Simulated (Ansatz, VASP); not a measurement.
# Co in VASP and in Ansatz

INCAR

```
SYSTEM = Co
  AGGAC = 1.0
  AGGAX = 1.0
  ALDAC = 0.0
  ALDAX = 1.0
  ALGO = Normal
  EDIFF = 1E-7
  ENCUT = 520
  GGA = B5
  ISIF = 2
  ISMEAR = -1
  ISPIN = 2
  LASPH = .TRUE.
  LCHARG = .TRUE.
  LELF = .TRUE.
  LMAXMIX = 4
  LORBIT = 11
  LREAL = .FALSE.
  LVHAR = .TRUE.
  LWAVE = .FALSE.
  MAGMOM = 1.89
  NBANDS = 14
  NELM = 150
  PREC = Accurate
  SIGMA = 0.05
```

Contents of KPOINTS:

```
k-points
0
G
  15 15 15
  0 0 0
```

The input POSCAR:

```
Co
1.0
    2.4688162165      0.0000000000      0.0000000000
    0.0000000000      2.4688162165      0.0000000000
    0.0000000000      0.0000000000      2.4688162165
Co
1
Direct
    0.0000000000      0.0000000000      0.0000000000
```

Input for Ansatz:

```yaml
crystal:
  lattice:
    - [2.4688162165, 0.0, 0.0]
    - [0.0, 2.4688162165, 0.0]
    - [0.0, 0.0, 2.4688162165]
  atoms:
    - { symbol: Co, position: [0.0, 0.0, 0.0], spin: 1.89 }
hamiltonian:
  xc: blyp
  pseudopotentials:
    kind: paw
    azcp:
      Co: "pseudopotentials/Co.paw.azcp"
basis:
  ecutwfc: 420
  fft_grid_basis: typed
kpoints:
  mp_grid: { grid: [15, 15, 15], shift: [0, 0, 0] }
magnetization:
  spin_polarized: true
scf:
  occupations: { method: fermi_dirac, width: 0.05 }
  lower_state_search: "off"
output:
  stress: true
```

Alike in both runs: task single point; functional BLYP; k mesh 15 × 15 × 15; occupations fermi-dirac, width 0.05 eV; collinear spin.

|  | VASP | Ansatz |
| --- | --- | --- |
| version | VASP 6.6.1 | Ansatz 0.2.0 |
| potentials or method | VASP PAW PBE potentials, release 64 (Co), cutoff 520 eV | plane waves (420 eV) with PAW, scalar-relativistic |
| valence electrons in the cell | 9 | 17 |

Ansatz gave:

| Quantity | Value |
| --- | --- |
| pressure (GPa) | -11.5 |
| net moment per atom (μB) | 1.91 |
| size of the moment on the site where the two differ most (μB) | 1.95 |

Task: Estimate VASP's values.

Result: Pressure (GPa): -11.6; net moment per atom (μB): 1.89; size of the moment on the site where the two differ most (μB): 1.91.

VASP's potentials were made for PBE, not for BLYP. Site moments also hang on the region over which each program counts them. VASP's potentials hold 9 valence electrons a cell and Ansatz's 17, so a difference there can come from the potentials and not from the codes.
